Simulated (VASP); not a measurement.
# Ir (P6_3/mmc) in VASP: further runs

Ir is run at these levels: LDA; tasks: single point.

Program: VASP 6.6.1. These are calculated values, not measurements. Logs are shortened: lines on timing, memory, paths and dates and some standing lists are left out, and cuts for length are marked.

## (1) The cell of the first run

It takes space group P6_3/mmc (No. 194, hexagonal). Conventional cell: a = 2.758 Å, b = 2.758 Å, c = 4.472 Å, α = 90.00°, β = 90.00°, γ = 120.00°. Ir (site symmetry -6m2) has 12 Ir at 2.75 to 2.76 Å within 3.6 Å.

## (2) Single point, LDA

The input, INCAR:

```
ALGO = Fast
EDIFF = 1E-6
ENCUT = 520
ISIF = 2
ISMEAR = 0
LASPH = T
LCHARG = F
LREAL = F
LWAVE = F
NBANDS = 16
NELM = 60
PREC = Accurate
SIGMA = 0.15
```

The input, KPOINTS:

```
k-points
0
Gamma
  21 21 12
```

The input, POSCAR:

```
Ir
1.0
    2.7583201541      0.0000000000      0.0000000000
   -1.3791600771      2.3887753253      0.0000000000
    0.0000000000      0.0000000000      4.4722974870
Ir
2
Direct
    0.6666666667      0.3333333333      0.7500000000
    0.3333333333      0.6666666667      0.2500000000
```

Potentials or basis: VASP PAW LDA potentials, release 64 (Ir).

Run with:

```console
$ cat potpaw_LDA.64/Ir/POTCAR > POTCAR
$ mpirun -np 1 vasp_std > vasp.out
```

OUTCAR:

```text
EDIFF = 1E-6
   ENCUT = 520
   ISIF = 2
   ISMEAR = 0
   LASPH = T
   LREAL = F
   NELM = 60
   PREC = Accurate

 ion  position               nearest neighbor table
   1  0.667  0.333  0.750-   2 2.75   2 2.75   2 2.75   2 2.75   2 2.75   2 2.75
   2  0.333  0.667  0.250-   1 2.75   1 2.75   1 2.75   1 2.75   1 2.75   1 2.75

  LATTYP: Found a hexagonal cell.
 ALAT       =     2.7583201541
 C/A-ratio  =     1.6213844794

  Lattice vectors:

 A1 = (   2.7583201541,   0.0000000000,   0.0000000000)
 A2 = (  -1.3791600771,   2.3887753253,   0.0000000000)
 A3 = (   0.0000000000,   0.0000000000,   4.4722974870)

Analysis of symmetry for initial positions (statically):
=====================================================================
 Subroutine PRICEL returns:
 Original cell was already a primitive cell.

 Routine SETGRP: Setting up the symmetry group for a
 hexagonal supercell.

 Subroutine GETGRP returns: Found 24 space group operations
 (whereof 12 operations were pure point group operations)
 out of a pool of 24 trial point group operations.

The static configuration has the point symmetry D_3d.
 The point group associated with its full space group is D_6h.

Analysis of symmetry for dynamics (positions and initial velocities):
=====================================================================
 Subroutine PRICEL returns:
 Original cell was already a primitive cell.

 Routine SETGRP: Setting up the symmetry group for a
 hexagonal supercell.

 Subroutine GETGRP returns: Found 24 space group operations
 (whereof 12 operations were pure point group operations)
 out of a pool of 24 trial point group operations.

The dynamic configuration has the point symmetry D_3d.
 The point group associated with its full space group is D_6h.

 Subroutine INISYM returns: Found 24 space group operations
 (whereof 12 operations are pure point group operations),
 and found     1 'primitive' translations

----------------------------------------------------------------------------------------

                                     Primitive cell

  volume of cell :      29.4680

  direct lattice vectors                    reciprocal lattice vectors
     2.758320154  0.000000000  0.000000000     0.362539497  0.209312276  0.000000000
    -1.379160077  2.388775325  0.000000000     0.000000000  0.418624552  0.000000000
     0.000000000  0.000000000  4.472297487     0.000000000  0.000000000  0.223598721

  length of vectors
     2.758320154  2.758320154  4.472297487     0.418624552  0.418624552  0.223598721

  position of ions in fractional coordinates (direct lattice)
     0.666666667  0.333333333  0.750000000
     0.333333333  0.666666667  0.250000000

  ion indices of the primitive-cell ions
   primitive index   ion index
                 1           1
                 2           2

----------------------------------------------------------------------------------------

 KPOINTS: k-points

Automatic generation of k-mesh.
 Grid dimensions read from file:
 generate k-points for:   21   21   12

 Generating k-lattice:

  Cartesian coordinates                     Fractional coordinates (reciprocal lattice)
     0.017263786  0.009967251  0.000000000     0.047619048 -0.000000000  0.000000000
     0.000000000  0.019934502  0.000000000     0.000000000  0.047619048  0.000000000
     0.000000000  0.000000000  0.018633227     0.000000000  0.000000000  0.083333333

  Length of vectors
     0.019934502  0.019934502  0.018633227

  Shift w.r.t. Gamma in fractional coordinates (k-lattice)
     0.000000000  0.000000000  0.000000000

 Subroutine IBZKPT returns following result:
 ===========================================

 Found    336 irreducible k-points:

 Following reciprocal coordinates:
            Coordinates               Weight
  0.000000  0.000000  0.000000      1.000000
  0.047619  0.000000  0.000000      6.000000
  0.095238  0.000000  0.000000      6.000000
  0.142857  0.000000  0.000000      6.000000
  0.190476  0.000000  0.000000      6.000000
  0.238095  0.000000  0.000000      6.000000
[... 16 lines left out ...]
  0.142857  0.095238  0.000000     12.000000
  0.190476  0.095238  0.000000     12.000000
 [... further k-points ...]
   k-points           NKPTS =    336   k-points in BZ     NKDIM =    336   number of bands    NBANDS=     16
   number of dos      NEDOS =    301   number of ions     NIONS =      2
   total plane-waves  NPLWV =  20736
   dimension x,y,z NGX =    24 NGY =   24 NGZ =   36
   dimension x,y,z NGXF=    48 NGYF=   48 NGZF=   72
   ions per type =               2
   NGX,Y,Z   is equivalent  to a cutoff of  14.46, 14.46, 13.38 a.u.
   NGXF,Y,Z  is equivalent  to a cutoff of  28.93, 28.93, 26.76 a.u.
 SYSTEM =  unknown system
   PREC   = accura    normal or accurate (medium, high low for compatibility)
   ISTART =      0    job   : 0-new  1-cont  2-samecut
   ICHARG =      2    charge: 1-file 2-atom 10-const
   ISPIN  =      1    spin polarized calculation?
   LNONCOLLINEAR =      F non collinear calculations
   LSORBIT =      F    spin-orbit coupling
   LASPH  =      T    aspherical Exc in radial PAW
   ENCUT  =  520.0 eV  38.22 Ry    6.18 a.u.   5.13  5.13  8.32*2*pi/ulx,y,z
   NELM   =     60;   NELMIN=  2; NELMDL= -5     # of ELM steps
   EDIFF  = 0.1E-05   stopping-criterion for ELM
   LREAL  =      F    real-space projection
   EDIFFG = 0.1E-04   stopping-criterion for IOM
   NSW    =      0    number of steps for IOM
   IBRION =     -1    ionic relax: 0-MD 1-quasi-New 2-CG
   NFREE  =      0    steps in history (QN), initial steepest desc. (CG)
   ISIF   =      2    stress and relaxation
   ISYM   =      2    0-nonsym 1-usesym 2-fastsym
   POTIM  = 0.5000    time-step for ionic-motion
   TEBEG  =    0.0;   TEEND  =   0.0 temperature during run
   PSTRESS=    0.0 pullay stress
   NELECT =      18.0000    total number of electrons
   NUPDOWN=      -1.0000    fix difference up-down
   EMIN   =  10.00;   EMAX   =-10.00  energy-range for DOS
   EFERMI =   0.00;   METHOD = LEGACY
   ISMEAR =     0;   SIGMA  =   0.15  broadening in eV -4-tet -1-fermi 0-gaus
   EFERMI_NEDOS =   21; number of points for ismear=-14 and -15
   IALGO  =     68    algorithm
   IMIX   =      4    mixing-type and parameters
     AMIX     =   0.40;   BMIX     =  1.00
     AMIX_MAG =   1.60;   BMIX_MAG =  1.00
  volume/ion in A,a.u.               =      14.73        99.43
  Fermi-wavevector in a.u.,A,eV,Ry     =   1.389042  2.624909 26.251602  1.929438
  Thomas-Fermi vector in A             =   2.513111
   LORBIT       =      0    0 simple, 1 ext, 2 COOP (PROOUT), +10 PAW based schemes
   GGA     = CA    functional components
   LHFCALC =     F    Hartree Fock is set to
   AEXX    =    0.0000 exact exchange contribution
   IVDW    =     0    specifies the selected vdW correction
   LEPSILON=     F    determine dielectric tensor
   LRPA    =     F    only Hartree local field effects (RPA)
 non-spin polarized calculation
 RMM-DIIS sequential band-by-band and
 Gauss-broadening in eV      SIGMA  =   0.15
  energy-cutoff  :      520.00
  volume of cell :       29.47
 maximum number of plane-waves:       814
 NGX is ok and might be reduce to    24
   NGX = 11   NGY = 11   NGZ = 17

 number of electron      17.9999998 magnetization

 Free energy of the ion-electron system (eV)
  ---------------------------------------------------
  ext. energy  EPLUGINS =         0.00000000
  ---------------------------------------------------
  free energy    TOTEN  =       -20.42080835 eV

  energy without entropy =      -20.39388981  energy(sigma->0) =      -20.40734908

 E-fermi :   9.7240     XC(G=0): -13.9049

 val. band max:        9.7167903339   @ k =   0.3333   0.0476   0.1667
 cond. band min:       9.7283533900   @ k =   0.3810   0.1429   0.0000
 fundamental gap:      0.0115630561
 Fermi energy:         9.7240300909

 k-point     1 :       0.0000    0.0000    0.0000
  band No.  band energies     occupation
      1      -1.0681      2.00000
      2       1.9386      2.00000
      3       5.9801      2.00000
      4       6.0837      2.00000
      5       6.0837      2.00000
      6       6.7023      2.00000
[... 8 lines left out ...]
     15      26.1551      0.00000
     16      27.1447      0.00000

 k-point     2 :       0.0476    0.0000    0.0000
  band No.  band energies     occupation
      1      -0.9824      2.00000
      2       2.0154      2.00000
      3       5.8025      2.00000
      4       6.1548      2.00000
      5       6.2439      2.00000
      6       6.6552      2.00000
[... 8 lines left out ...]
     15      26.2691      0.00000
     16      27.2783      0.00000

 k-point     3 :       0.0952    0.0000    0.0000
  band No.  band energies     occupation
      1      -0.7299      2.00000
      2       2.2355      2.00000
      3       5.5484      2.00000
      4       6.3659      2.00000
      5       6.4209      2.00000
      6       6.5691      2.00000
[... 8 lines left out ...]
     15      26.5848      0.00000
     16      27.5762      0.00000

 k-point     4 :       0.1429    0.0000    0.0000
  band No.  band energies     occupation
      1      -0.3256      2.00000
      2       2.5620      2.00000
      3       5.2792      2.00000
      4       6.2904      2.00000
      5       6.3496      2.00000
      6       6.7100      2.00000
[... 8 lines left out ...]
     15      26.9583      0.00000
     16      27.3597      0.00000

 k-point     5 :       0.1905    0.0000    0.0000
  band No.  band energies     occupation
      1       0.2023      2.00000
      2       2.9116      2.00000
      3       5.0677      2.00000
      4       5.6326      2.00000
      5       6.0930      2.00000
      6       6.8101      2.00000
[... 8 lines left out ...]
     15      26.7264      0.00000
     16      26.9439      0.00000

 k-point     6 :       0.2381    0.0000    0.0000
  band No.  band energies     occupation
      1       0.8076      2.00000
      2       3.1351      2.00000
      3       4.9724      2.00000
      4       5.0298      2.00000
      5       5.9621      2.00000
      6       6.5655      2.00000
[... 8 lines left out ...]
     15      25.6797      0.00000
     16      25.9113      0.00000

 k-point     7 :       0.2857    0.0000    0.0000
  band No.  band energies     occupation
      1       1.4187      2.00000
      2       3.1309      2.00000
      3       4.4007      2.00000
      4       5.1917      2.00000
      5       6.0058      2.00000
      6       6.3371      2.00000
[... 8 lines left out ...]
     15      24.4493      0.00000
     16      25.1248      0.00000

 k-point     8 :       0.3333    0.0000    0.0000
  band No.  band energies     occupation
      1       1.9418      2.00000
      2       2.9844      2.00000
      3       3.9317      2.00000
      4       5.4348      2.00000
      5       6.1393      2.00000
      6       6.2667      2.00000
[... 8 lines left out ...]
     15      23.2942      0.00000
     16      24.4655      0.00000

 k-point     9 :       0.3810    0.0000    0.0000
  band No.  band energies     occupation
      1       2.2989      2.00000
      2       2.8136      2.00000
      3       3.5737      2.00000
      4       5.7547      2.00000
      5       5.9827      2.00000
      6       6.5084      2.00000
[... 8 lines left out ...]
     15      22.2817      0.00000
     16      23.9503      0.00000
[... 172 lines left out ...]
 k-point    19 :       0.3810    0.0476    0.0000
  band No.  band energies     occupation
      1       2.4780      2.00000
      2       2.8003      2.00000
      3       3.4414      2.00000
      4       5.8748      2.00000
      5       5.8777      2.00000
      6       6.4607      2.00000
[... 8 lines left out ...]
     15      21.3508      0.00000
     16      23.2357      0.00000

 k-point    20 :       0.4286    0.0476    0.0000
  band No.  band energies     occupation
      1       2.5905      2.00000
      2       2.7052      2.00000
      3       3.2619      2.00000
      4       5.8123      2.00000
      5       6.2262      2.00000
      6       6.3678      2.00000
[... 8 lines left out ...]
     15      20.4697      0.00000
     16      21.8793      0.00000

 k-point    21 :       0.4762    0.0476    0.0000
  band No.  band energies     occupation
      1       2.6035      2.00000
      2       2.6886      2.00000
      3       3.2018      2.00000
      4       5.7907      2.00000
      5       6.3358      2.00000
      6       6.3859      2.00000
[... 8 lines left out ...]
     15      19.9454      0.00000
     16      21.4017      0.00000

 k-point    22 :       0.0952    0.0952    0.0000
  band No.  band energies     occupation
      1      -0.0891      2.00000
      2       2.7549      2.00000
      3       5.1055      2.00000
      4       6.0953      2.00000
      5       6.2534      2.00000
      6       6.7106      2.00000
[... 8 lines left out ...]
     15      26.3344      0.00000
     16      27.2951      0.00000

 k-point    23 :       0.1429    0.0952    0.0000
  band No.  band energies     occupation
      1       0.4304      2.00000
      2       3.1122      2.00000
      3       4.8562      2.00000
      4       5.4702      2.00000
      5       6.0940      2.00000
      6       6.4420      2.00000
[... 8 lines left out ...]
     15      25.1495      0.00000
     16      26.8954      0.00000

 k-point    24 :       0.1905    0.0952    0.0000
  band No.  band energies     occupation
      1       1.0325      2.00000
      2       3.3732      2.00000
      3       4.7377      2.00000
      4       4.8745      2.00000
      5       5.9929      2.00000
      6       6.2129      2.00000
[... 8 lines left out ...]
     15      24.1897      0.00000
     16      26.0554      0.00000

 [... further k-points ...]
[... 5 lines left out ...]
  --------------------------------------------------------------------------------------
  -------------------------------------------------------------------------------------
  Total       -3.3040846     -3.3040846     -3.3290270      0.0000000      0.0000000      0.0000000
  in kB     -179.6433244   -179.6433244   -180.9994415      0.0000000      0.0000000      0.0000000
  external PRESSURE =    -180.0953635 kB  Pullay stress =       0.0000000 kB

 VOLUME and BASIS-vectors are now :
 -----------------------------------------------------------------------------
  energy-cutoff  :      520.00
  volume of cell :       29.47
      direct lattice vectors                 reciprocal lattice vectors
     2.758320154  0.000000000  0.000000000     0.362539497  0.209312276  0.000000000
    -1.379160077  2.388775325  0.000000000     0.000000000  0.418624552  0.000000000
     0.000000000  0.000000000  4.472297487     0.000000000  0.000000000  0.223598721

 POSITION                                       TOTAL-FORCE (eV/Angst)
 -----------------------------------------------------------------------------------
      1.37916      0.79626      3.35422        -0.000000     -0.000000      0.000000
     -0.00000      1.59252      1.11807         0.000000      0.000000      0.000000
 -----------------------------------------------------------------------------------
    total drift:                               -0.000000      0.000000     -0.000000

  FREE ENERGIE OF THE ION-ELECTRON SYSTEM (eV)
  ---------------------------------------------------
  free  energy   TOTEN  =       -20.4208083457 eV

  energy  without entropy=      -20.3938898098  energy(sigma->0) =      -20.40734908
```

Run time: 1.9 min. Hardware: 1 thread of Intel Xeon Platinum 8488C (Sapphire Rapids), shared host; peak memory 0.25 GiB.

Results:

* Free energy: -20.4208 eV
* Pressure: -18.0 GPa
* Band gap on the k mesh: zero (band 9 reaches 10.62 eV, above the bottom of band 10 at 7.51 eV)

Caveat: spin-orbit coupling is left out, which moves the levels of the heavy elements.

## (3) Single point, LDA

This run uses another cell than the first one, of 15.57 Å³/atom, 1.057 times its volume.

The input, INCAR:

```
SYSTEM = Ir
ALGO = Fast ; EDIFF = 1E-6
ENCUT = 520 ; GGA = CA
ISIF = 2 ; ISMEAR = 0
LASPH = .True. ; LCHARG = .True.
LELF = .True. ; LREAL = .False.
LVHAR = .True. ; LWAVE = .False.
NBANDS = 16 ; NELM = 80
PREC = Accurate ; SIGMA = 0.15
```

The input, KPOINTS:

```
k-points
0
Gamma
  21 21 12
  0 0 0
```

The input, POSCAR:

```
Ir
1.0
    2.8094117329      0.0000000000      0.0000000000
   -1.4047058664      2.4330219303      0.0000000000
    0.0000000000      0.0000000000      4.5551365798
Ir
2
Direct
    0.6666666667      0.3333333333      0.7500000000
    0.3333333333      0.6666666667      0.2500000000
```

Potentials or basis: VASP PAW LDA potentials, release 64 (Ir).

Run with:

```console
$ cat potpaw_LDA.64/Ir/POTCAR > POTCAR
$ mpirun -np 1 vasp_std > vasp.out
```

Run time: 2 min. Hardware: 1 thread of Intel Xeon Platinum 8488C (Sapphire Rapids), shared host; peak memory 0.25 GiB.

It converged, with:

* Free energy: -20.1534 eV
* Pressure: -32.4 GPa
* Band gap on the k mesh: zero (band 9 reaches 9.61 eV, above the bottom of band 10 at 6.78 eV)

Stress tensor (GPa, compression positive):
```
-32.24   0.00   0.00
  0.00 -32.24   0.00
  0.00   0.00 -32.79
```

Levels at points of the mesh, in eV from the Fermi level:
| k point | band 7 | band 8 | band 9 | band 10 | band 11 | band 12 |
| --- | --- | --- | --- | --- | --- | --- |
| (0.00, 0.00, 0.00) | -2.77 | -2.07 | -2.07 | -0.51 | 0.23 | 0.23 |
| (0.00, 0.00, 0.50) | -3.44 | -3.44 | -0.43 | -0.43 | -0.43 | -0.43 |

Caveat: spin-orbit coupling is left out, which moves the levels of the heavy elements.
